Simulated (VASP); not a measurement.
A run of VASP 6.6.1 is set up as follows.

The input INCAR:

```
SYSTEM = SnPb3O4
ALGO = Normal
EDIFF = 1E-6
ENCUT = 520
GGA = PE
ISIF = 2
ISMEAR = 0
LASPH = .TRUE.
LCHARG = .FALSE.
LREAL = .FALSE.
LWAVE = .FALSE.
NBANDS = 50
NELM = 80
PREC = Accurate
SIGMA = 0.1
```

The input KPOINTS:

```
k-points
0
G
  4 4 4
  0 0 0
```

Contents of POSCAR:

```
SnPb3O4
1.0
    5.6645503429     -0.0174113359     -0.0070019750
   -0.0178868618      5.6569439287     -0.0158026997
   -2.8300681121     -2.8346472301      5.4616364585
Sn Pb O
1 3 4
Direct
    0.8506551274      0.8510683942      0.7001582405
    0.1384432263      0.6377590223      0.2775339854
    0.6380953366      0.1376621779      0.2774997062
    0.3624826837      0.3632907813      0.7243681353
    0.9960511036      0.9960796427      0.5038817439
    0.5076619460      0.5075817319      0.5036164567
    0.5084987645      0.9985836587      0.5069177329
    0.9981118119      0.5079745910      0.5060239993
```

Potentials or basis: VASP PAW PBE potentials, release 64 (Sn_d, Pb_d, O).

The run is started by

```console
$ cat potpaw_PBE.64/Sn_d/POTCAR potpaw_PBE.64/Pb_d/POTCAR potpaw_PBE.64/O/POTCAR > POTCAR
$ mpirun -np 1 vasp_std > vasp.out
```

(1) What does it give for the band gap on the k mesh?

(2) Predict the largest force.

(3) Estimate the pressure.

## Answers

(1) 1.35 eV (least direct gap 1.78 eV).

(2) 0.063 eV/Å.

(3) 0.0 GPa.

Caveat: spin-orbit coupling is left out, which moves the levels of the heavy elements.
